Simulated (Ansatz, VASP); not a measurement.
Rb2LaMnF6 in VASP and in Ansatz

```
Mn F Rb La
1.0
     0.00000    4.28030    4.28030
     4.28030    0.00000    4.28030
     4.28030    4.28030    0.00000
Mn F Rb La
1 6 2 1
Direct
  0.00000 0.00000 0.00000
  0.77160 0.22840 0.22840
  0.22840 0.77160 0.22840
  0.22840 0.77160 0.77160
  0.77160 0.22840 0.77160
  0.22840 0.22840 0.77160
  0.77160 0.77160 0.22840
  0.25000 0.25000 0.25000
  0.75000 0.75000 0.75000
  0.50000 0.50000 0.50000
```

Alike in both runs: task single point; functional r2SCAN; k mesh 7 × 7 × 7; occupations fermi-dirac, width 0.0745 eV; no spin polarisation.

|  | VASP | Ansatz |
| --- | --- | --- |
| version | VASP 6.6.1 | Ansatz 0.2.0 |
| potentials or method | VASP PAW PBE potentials, release 64 (Mn_pv, F, Rb_sv, La), cutoff 520 eV | PAW plane waves |
| valence electrons in the cell | 84 | 86 |

```tsv
	VASP	Ansatz	Ansatz less VASP
pressure (GPa)	6.3	6.3	+0.01
rms of the force components (eV/Å)	0.350	0.303	-0.0470
```

VASP's potentials were made for PBE, not for r2SCAN. Atom by atom the forces differ by 0.047 eV/Å (rms over components). The functional is the same, so the differences come from potentials, cutoffs and numerics. VASP's potentials hold 84 valence electrons a cell and Ansatz's 86, so a difference there can come from the potentials and not from the codes.

Neither program's run includes spin-orbit coupling.
